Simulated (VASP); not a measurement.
# MoS2 in VASP: further runs

Runs on MoS2. Level: PBEsol. Tasks: single point.

Program: VASP 6.6.1. These are calculated values, not measurements. Logs are shortened: lines on timing, memory, paths and dates and some standing lists are left out, and cuts for length are marked.

### 1 The cell of the first run

The typed cell holds 6 atoms: a = 3.068 Å, b = 3.068 Å, c = 11.332 Å, α = 90.00°, β = 90.00°, γ = 120.00°.

### 2 Single point, PBEsol

File INCAR:

```
  PREC = Accurate
  ENCUT = 520
  EDIFF = 1E-7
  ISMEAR = -1
  SIGMA = 0.05
  LREAL = False
  LASPH = True
  NELM = 60
  ALGO = Normal
  ISIF = 2
  LWAVE = False
  LCHARG = False
  GGA = PS
  NBANDS = 35
```

File KPOINTS:

```
regular mesh
0
Gamma
  10 10 2
```

File POSCAR:

```
MoS2
1.0
    3.0677894592      0.0000000000      0.0000000000
   -1.5338947296      2.6567836051      0.0000000000
    0.0000000000      0.0000000000     11.3315718877
Mo S
2 4
Direct
    0.3333333333      0.6666666667      0.7501038402
    0.6666666667      0.3333333333      0.2498961598
    0.6666666667      0.3333333333      0.6117806678
    0.3333333333      0.6666666667      0.1115711955
    0.6666666667      0.3333333333      0.8884288045
    0.3333333333      0.6666666667      0.3882193322
```

Potentials or basis: VASP PAW PBE potentials, release 64 (Mo_sv, S).

Launch:

```console
$ cat potpaw_PBE.64/Mo_sv/POTCAR potpaw_PBE.64/S/POTCAR > POTCAR
$ mpirun -np 1 vasp_std > vasp.out
```

OUTCAR:

```text
PREC = Accurate
   ENCUT = 520
   EDIFF = 1E-7
   ISMEAR = -1
   LREAL = False
   LASPH = True
   NELM = 60
   ISIF = 2
   GGA = PS

 ion  position               nearest neighbor table
   1  0.333  0.667  0.750-   3 2.37   3 2.37   3 2.37   5 2.37   5 2.37   5 2.37
   2  0.667  0.333  0.250-   6 2.37   6 2.37   6 2.37   4 2.37   4 2.37   4 2.37
   3  0.667  0.333  0.612-   1 2.37   1 2.37   1 2.37
   4  0.333  0.667  0.112-   2 2.37   2 2.37   2 2.37
   5  0.667  0.333  0.888-   1 2.37   1 2.37   1 2.37
   6  0.333  0.667  0.388-   2 2.37   2 2.37   2 2.37

  LATTYP: Found a hexagonal cell.
 ALAT       =     3.0677894592
 C/A-ratio  =     3.6937254132

  Lattice vectors:

 A1 = (   3.0677894592,   0.0000000000,   0.0000000000)
 A2 = (  -1.5338947296,   2.6567836051,   0.0000000000)
 A3 = (   0.0000000000,   0.0000000000,  11.3315718877)

Analysis of symmetry for initial positions (statically):
=====================================================================
 Subroutine PRICEL returns:
 Original cell was already a primitive cell.

 Routine SETGRP: Setting up the symmetry group for a
 hexagonal supercell.

 Subroutine GETGRP returns: Found 12 space group operations
 (whereof 12 operations were pure point group operations)
 out of a pool of 24 trial point group operations.

The static configuration has the point symmetry D_3d.

Analysis of symmetry for dynamics (positions and initial velocities):
=====================================================================
 Subroutine PRICEL returns:
 Original cell was already a primitive cell.

 Routine SETGRP: Setting up the symmetry group for a
 hexagonal supercell.

 Subroutine GETGRP returns: Found 12 space group operations
 (whereof 12 operations were pure point group operations)
 out of a pool of 24 trial point group operations.

The dynamic configuration has the point symmetry D_3d.

 Subroutine INISYM returns: Found 12 space group operations
 (whereof 12 operations are pure point group operations),
 and found     1 'primitive' translations

----------------------------------------------------------------------------------------

                                     Primitive cell

  volume of cell :      92.3574

  direct lattice vectors                    reciprocal lattice vectors
     3.067789459  0.000000000  0.000000000     0.325967611  0.188197488  0.000000000
    -1.533894730  2.656783605  0.000000000     0.000000000  0.376394976  0.000000000
     0.000000000  0.000000000 11.331571888     0.000000000  0.000000000  0.088249010

  length of vectors
     3.067789459  3.067789459 11.331571888     0.376394976  0.376394976  0.088249010

  position of ions in fractional coordinates (direct lattice)
     0.333333333  0.666666667  0.750103840
     0.666666667  0.333333333  0.249896160
     0.666666667  0.333333333  0.611780668
     0.333333333  0.666666667  0.111571195
     0.666666667  0.333333333  0.888428805
     0.333333333  0.666666667  0.388219332

  ion indices of the primitive-cell ions
   primitive index   ion index
                 1           1
                 2           2
                 3           3
                 4           4
                 5           5
                 6           6

----------------------------------------------------------------------------------------

 KPOINTS: regular mesh

Automatic generation of k-mesh.
 Grid dimensions read from file:
 generate k-points for:   10   10    2

 Generating k-lattice:

  Cartesian coordinates                     Fractional coordinates (reciprocal lattice)
     0.032596761  0.018819749  0.000000000     0.100000000  0.000000000  0.000000000
     0.000000000  0.037639498  0.000000000     0.000000000  0.100000000  0.000000000
     0.000000000  0.000000000  0.044124505     0.000000000  0.000000000  0.500000000

  Length of vectors
     0.037639498  0.037639498  0.044124505

  Shift w.r.t. Gamma in fractional coordinates (k-lattice)
     0.000000000  0.000000000  0.000000000

 Subroutine IBZKPT returns following result:
 ===========================================

 Found     28 irreducible k-points:

 Following reciprocal coordinates:
            Coordinates               Weight
  0.000000  0.000000  0.000000      1.000000
  0.100000 -0.000000  0.000000      6.000000
  0.200000 -0.000000  0.000000      6.000000
  0.300000 -0.000000  0.000000      6.000000
  0.400000  0.000000  0.000000      6.000000
  0.500000 -0.000000  0.000000      3.000000
[... 16 lines left out ...]
  0.300000  0.100000  0.500000     12.000000
  0.400000  0.100000  0.500000     12.000000
 [... further k-points ...]
   k-points           NKPTS =     28   k-points in BZ     NKDIM =     28   number of bands    NBANDS=     35
   number of dos      NEDOS =    301   number of ions     NIONS =      6
   total plane-waves  NPLWV =  48384
   dimension x,y,z NGX =    24 NGY =   24 NGZ =   84
   dimension x,y,z NGXF=    48 NGYF=   48 NGZF=  168
   ions per type =               2   4
   NGX,Y,Z   is equivalent  to a cutoff of  13.01, 13.01, 12.32 a.u.
   NGXF,Y,Z  is equivalent  to a cutoff of  26.01, 26.01, 24.65 a.u.
 SYSTEM =  unknown system
   PREC   = accura    normal or accurate (medium, high low for compatibility)
   ISTART =      0    job   : 0-new  1-cont  2-samecut
   ICHARG =      2    charge: 1-file 2-atom 10-const
   ISPIN  =      1    spin polarized calculation?
   LNONCOLLINEAR =      F non collinear calculations
   LSORBIT =      F    spin-orbit coupling
   LASPH  =      T    aspherical Exc in radial PAW
   ENCUT  =  520.0 eV  38.22 Ry    6.18 a.u.   5.70  5.70 21.07*2*pi/ulx,y,z
   NELM   =     60;   NELMIN=  2; NELMDL= -5     # of ELM steps
   EDIFF  = 0.1E-06   stopping-criterion for ELM
   LREAL  =      F    real-space projection
   EDIFFG = 0.1E-05   stopping-criterion for IOM
   NSW    =      0    number of steps for IOM
   IBRION =     -1    ionic relax: 0-MD 1-quasi-New 2-CG
   NFREE  =      0    steps in history (QN), initial steepest desc. (CG)
   ISIF   =      2    stress and relaxation
   ISYM   =      2    0-nonsym 1-usesym 2-fastsym
   POTIM  = 0.5000    time-step for ionic-motion
   TEBEG  =    0.0;   TEEND  =   0.0 temperature during run
   PSTRESS=    0.0 pullay stress
   NELECT =      52.0000    total number of electrons
   NUPDOWN=      -1.0000    fix difference up-down
   EMIN   =  10.00;   EMAX   =-10.00  energy-range for DOS
   EFERMI =   0.00;   METHOD = LEGACY
   ISMEAR =    -1;   SIGMA  =   0.05  broadening in eV -4-tet -1-fermi 0-gaus
   EFERMI_NEDOS =   21; number of points for ismear=-14 and -15
   IALGO  =     38    algorithm
   IMIX   =      4    mixing-type and parameters
     AMIX     =   0.40;   BMIX     =  1.00
     AMIX_MAG =   1.60;   BMIX_MAG =  1.00
  volume/ion in A,a.u.               =      15.39       103.88
  Fermi-wavevector in a.u.,A,eV,Ry     =   1.351819  2.554568 24.863497  1.827415
  Thomas-Fermi vector in A             =   2.479209
   LORBIT       =      0    0 simple, 1 ext, 2 COOP (PROOUT), +10 PAW based schemes
   GGA     = PS    functional components
   LHFCALC =     F    Hartree Fock is set to
   AEXX    =    0.0000 exact exchange contribution
   IVDW    =     0    specifies the selected vdW correction
   LEPSILON=     F    determine dielectric tensor
   LRPA    =     F    only Hartree local field effects (RPA)
 non-spin polarized calculation
  energy-cutoff  :      520.00
  volume of cell :       92.36
 maximum number of plane-waves:      2512
 NGX is ok and might be reduce to    24
   NGX = 11   NGY = 11   NGZ = 43

 number of electron      52.0000002 magnetization

 Free energy of the ion-electron system (eV)
  ---------------------------------------------------
  ext. energy  EPLUGINS =         0.00000000
  ---------------------------------------------------
  free energy    TOTEN  =       -46.55679059 eV

  energy without entropy =      -46.55639986  energy(sigma->0) =      -46.55659523

 E-fermi :   9.8915     XC(G=0): -11.8926

 val. band max:        9.7716733447   @ k =   0.0000   0.0000   0.0000
 cond. band min:      10.1072744259   @ k =   0.2000   0.2000   0.0000
 fundamental gap:      0.3356010813
 Fermi energy:         9.8914586839

 k-point     1 :       0.0000    0.0000    0.0000
  band No.  band energies     occupation
      1     -51.8584      2.00000
      2     -51.8584      2.00000
      3     -26.1280      2.00000
      4     -26.1275      2.00000
      5     -25.7708      2.00000
      6     -25.7708      2.00000
[... 27 lines left out ...]
     34      12.2619      0.00000
     35      15.4744      0.00000

 k-point     2 :       0.1000   -0.0000    0.0000
  band No.  band energies     occupation
      1     -51.8525      2.00000
      2     -51.8525      2.00000
      3     -26.1171      2.00000
      4     -26.1166      2.00000
      5     -25.8251      2.00000
      6     -25.8251      2.00000
[... 27 lines left out ...]
     34      12.1585      0.00000
     35      16.2215      0.00000

 k-point     3 :       0.2000   -0.0000    0.0000
  band No.  band energies     occupation
      1     -51.8370      2.00000
      2     -51.8370      2.00000
      3     -26.0883      2.00000
      4     -26.0879      2.00000
      5     -25.9652      2.00000
      6     -25.9652      2.00000
[... 27 lines left out ...]
     34      12.8405      0.00000
     35      17.0930      0.00000

 k-point     4 :       0.3000   -0.0000    0.0000
  band No.  band energies     occupation
      1     -51.8179      2.00000
      2     -51.8179      2.00000
      3     -26.1345      2.00000
      4     -26.1345      2.00000
      5     -26.0526      2.00000
      6     -26.0523      2.00000
[... 27 lines left out ...]
     34      13.4341      0.00000
     35      16.4062      0.00000

 k-point     5 :       0.4000    0.0000    0.0000
  band No.  band energies     occupation
      1     -51.8023      2.00000
      2     -51.8023      2.00000
      3     -26.2686      2.00000
      4     -26.2685      2.00000
      5     -26.0235      2.00000
      6     -26.0233      2.00000
[... 638 lines left out ...]
 k-point    22 :       0.2000    0.1000    0.5000
  band No.  band energies     occupation
      1     -51.8245      2.00000
      2     -51.8245      2.00000
      3     -26.0648      2.00000
      4     -26.0648      2.00000
      5     -26.0634      2.00000
      6     -26.0634      2.00000
[... 27 lines left out ...]
     34      13.2206      0.00000
     35      17.0064      0.00000

 k-point    23 :       0.3000    0.1000    0.5000
  band No.  band energies     occupation
      1     -51.8071      2.00000
      2     -51.8071      2.00000
      3     -26.2050      2.00000
      4     -26.2050      2.00000
      5     -26.0324      2.00000
      6     -26.0324      2.00000
[... 27 lines left out ...]
     34      13.4260      0.00000
     35      16.1899      0.00000

 k-point    24 :       0.4000    0.1000    0.5000
  band No.  band energies     occupation
      1     -51.7963      2.00000
      2     -51.7963      2.00000
      3     -26.2910      2.00000
      4     -26.2910      2.00000
      5     -26.0123      2.00000
      6     -26.0123      2.00000
[... 27 lines left out ...]
     34      13.2880      0.00000
     35      15.7985      0.00000

 [... further k-points ...]

------------------------ aborting loop because EDIFF is reached ----------------------------------------

  FORCE on cell =-STRESS in cart. coord.  units (eV):
  Direction    XX          YY          ZZ          XY          YZ          ZX
  --------------------------------------------------------------------------------------
  -------------------------------------------------------------------------------------
  Total        5.7748818      5.7748818      5.7725141     -0.0000000      0.0000000      0.0000000
  in kB      100.1801758    100.1801758    100.1391016     -0.0000000      0.0000000      0.0000000
  external PRESSURE =     100.1664844 kB  Pullay stress =       0.0000000 kB

 VOLUME and BASIS-vectors are now :
 -----------------------------------------------------------------------------
  energy-cutoff  :      520.00
  volume of cell :       92.36
      direct lattice vectors                 reciprocal lattice vectors
     3.067789459  0.000000000  0.000000000     0.325967611  0.188197488  0.000000000
    -1.533894730  2.656783605  0.000000000     0.000000000  0.376394976  0.000000000
     0.000000000  0.000000000 11.331571888     0.000000000  0.000000000  0.088249010

 POSITION                                       TOTAL-FORCE (eV/Angst)
 -----------------------------------------------------------------------------------
     -0.00000      1.77119      8.49986        -0.000000      0.000000     -0.002211
      1.53389      0.88559      2.83172         0.000000     -0.000000      0.002211
      1.53389      0.88559      6.93244         0.000000     -0.000000      0.003759
     -0.00000      1.77119      1.26428         0.000000     -0.000000      0.009986
      1.53389      0.88559     10.06729         0.000000      0.000000     -0.009986
     -0.00000      1.77119      4.39914        -0.000000     -0.000000     -0.003759
 -----------------------------------------------------------------------------------
    total drift:                               -0.000000      0.000000      0.000000

  FREE ENERGIE OF THE ION-ELECTRON SYSTEM (eV)
  ---------------------------------------------------
  free  energy   TOTEN  =       -46.5567905931 eV

  energy  without entropy=      -46.5563998616  energy(sigma->0) =      -46.55659523
```

It took 38 s on 1 thread of Intel Xeon 6975P-C (Granite Rapids), shared host; peak memory 0.24 GiB.

Results:

| Item | Value |
| --- | --- |
| Free energy | -46.5568 eV |
| Pressure | 10.0 GPa |
| Largest force | 0.010 eV/Å |
| Band gap on the k mesh | 0.34 eV (least direct gap 1.90 eV) |

Forces on the atoms (eV/Å):
```
Mo   0.000  0.000 -0.002
Mo   0.000  0.000  0.002
S    0.000  0.000  0.004
S    0.000  0.000  0.010
S    0.000  0.000 -0.010
S    0.000  0.000 -0.004
```

Caveat: the cell stands under pressure; semilocal functionals underestimate gaps, and a narrow one can read as zero; the PAW data sets were made with another functional, which shifts forces and pressure a little.

(Continued in part 2 of 2.)
